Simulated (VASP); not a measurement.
Write the native input for VASP 6.6.1 that does the following.

```yaml
Task: single point
Functional: PBE
Potentials_or_basis: VASP PAW PBE potentials, release 64 (Pr_3, Be, Si), 4f in core
Cutoff: 600 eV
k_mesh: 4 × 4 × 4
Occupations: gaussian, width 0.2 eV
Spin: no spin polarisation
Dipole_correction: no
Further_INCAR_settings: ALGO = Normal; EDIFF = 1e-06; NBANDS = 18
```

The structure of PrBe3Si lies in POSCAR:

```
PrBe3Si
1.0
    4.6706347106      0.0000000000     -0.2163019064
    0.0000000000      3.2677082429      0.0000000000
   -2.0728339938      0.0000000000      5.6364668525
Pr Be Si
1 3 1
Direct
    0.5000000000      0.5000000000      0.0000000000
    0.9166442189      0.0000000000      0.8172377844
    0.0833557811      0.0000000000      0.1827622156
    0.0000000000      0.0000000000      0.5000000000
    0.5000000000      0.0000000000      0.5000000000
```

The cell was generated, and may not be a known phase.

These files were run (other wordings do the same):

INCAR

```
  PREC = Accurate
  ENCUT = 600
  EDIFF = 1E-6
  ISMEAR = 0
  SIGMA = 0.2
  LREAL = F
  LASPH = T
  NELM = 200
  ALGO = Normal
  ISIF = 2
  LWAVE = F
  LCHARG = T
  GGA = PE
  LELF = T
  LVHAR = T
  NBANDS = 18
  GGA_COMPAT = F
  LMAXMIX = 6
```

KPOINTS

```
Automatic mesh
0
Gamma
  4 4 4
```

Potentials or basis: VASP PAW PBE potentials, release 64 (Pr_3, Be, Si), 4f in core.

Command:

```console
$ cat potpaw_PBE.64/Pr_3/POTCAR potpaw_PBE.64/Be/POTCAR potpaw_PBE.64/Si/POTCAR > POTCAR
$ mpirun -np 1 vasp_std > vasp.out
```

It gave:

```yaml
Pressure: -0.2 GPa
Largest_force: 0.027 eV/Å
Band_gap_on_the_k_mesh: zero (an odd number of electrons rules out a gap without spin polarisation)
```

Caveat: the k points lie up to 0.48 Å⁻¹ apart, too coarse for converged energies and pressures of a metal; spin-orbit coupling is left out, which moves the levels of the heavy elements; the 4f electrons are frozen in the core, so they carry no moment and show no levels.

Wall time 25 s on 1 thread of Intel(R) Xeon(R) 6975P-C (Granite Rapids), with other jobs on the host, peak memory 0.25 GiB.
